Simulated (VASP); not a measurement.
Set up this calculation in VASP 6.6.1, as the native input.

* Task: single point
* Functional: PBE
* Potentials or basis: VASP PAW PBE potentials, release 64 (Mg, O)
* Cutoff: 600 eV
* k mesh: 10 × 10 × 10
* Occupations: gaussian, width 0.02 eV
* Spin: no spin polarisation
* Dipole correction: no
* Further INCAR settings: ALGO = Normal; EDIFF = 1e-06; NBANDS = 11

The structure of MgO (nc.b) lies in POSCAR:

```
MgO
1.0
    0.0000000000      2.0616629467      2.0616629467
    2.0616629467      0.0000000000      2.0616629467
    2.0616629467      2.0616629467      0.0000000000
Mg O
1 1
Direct
    0.0000000000      0.0000000000      0.0000000000
    0.5000000000      0.5000000000      0.5000000000
```

This cell differs from its parent crystal: volume scaled by 0.91.

The input as run:

INCAR

```
ALGO = Normal
EDIFF = 1E-6
ENCUT = 600
GGA = PE
GGA_COMPAT = F
ISIF = 2
ISMEAR = 0
LASPH = T
LCHARG = T
LELF = T
LREAL = F
LVHAR = T
LWAVE = F
NBANDS = 11
NELM = 120
PREC = Accurate
SIGMA = 0.02
```

KPOINTS

```
k-points
0
Gamma
  10 10 10
```

Potentials or basis: VASP PAW PBE potentials, release 64 (Mg, O).

Launch:

```sh
$ cat potpaw_PBE.64/Mg/POTCAR potpaw_PBE.64/O/POTCAR > POTCAR
$ mpirun -np 1 vasp_std > vasp.out
```

It gave:

The pressure is 15.9 GPa and the band gap on the k mesh is 5.38 eV, direct.

Run time: 9 s on 1 thread of AMD EPYC 7R43 64-Core Processor (Zen 3), on a shared host, peak memory 0.11 GiB.
